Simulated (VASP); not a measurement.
Here is a VASP 6.6.1 calculation.

File INCAR:

```
SYSTEM = Ti
PREC     = Accurate       ! precision mode
ENCUT    = 600            ! plane-wave cutoff, eV
EDIFF    = 1E-6           ! SCF threshold, eV
ISMEAR   = -1             ! smearing method
SIGMA    = 0.1            ! smearing width, eV
LREAL    = .FALSE.        ! projectors in reciprocal space
LASPH    = .TRUE.         ! aspherical terms in the spheres
NELM     = 80             ! most SCF steps
ALGO     = Normal         ! electronic algorithm
ISIF     = 3              ! what is computed and relaxed
LWAVE    = .FALSE.        ! write WAVECAR
LCHARG   = .FALSE.        ! write CHGCAR
GGA      = PE             ! functional
IBRION   = 2              ! ionic algorithm
NSW      = 32             ! ionic steps
EDIFFG   = -0.005         ! ionic threshold
PSTRESS  = 1300.0
```

The input KPOINTS:

```
regular mesh
0
G
  14 14 14
  0 0 0
```

Contents of POSCAR:

```
Ti
1.0
    0.0000000000      2.1858053708      2.1858053708
    2.1858053708      0.0000000000      2.1858053708
    2.1858053708      2.1858053708      0.0000000000
Ti
2
Direct
   -0.1250000000     -0.1250000000     -0.1250000000
    0.1250000000      0.1250000000      0.1250000000
```

Potentials or basis: VASP PAW PBE potentials, release 64 (Ti_sv).

The run is started by

```bash
$ cat potpaw_PBE.64/Ti_sv/POTCAR > POTCAR
$ mpirun -np 1 vasp_std > vasp.out
```

(1) Predict the space group after relaxing (to 0.1 Å).

(2) Estimate the relaxed volume.

Answers

(1) Fd-3m (No. 227).

(2) 10.73 Å³/atom.

Caveat: the cell is relaxed towards a set pressure, so the run minimises the enthalpy, not the energy; atoms lie so close that the PAW spheres overlap strongly, which falsifies energies and pressures.
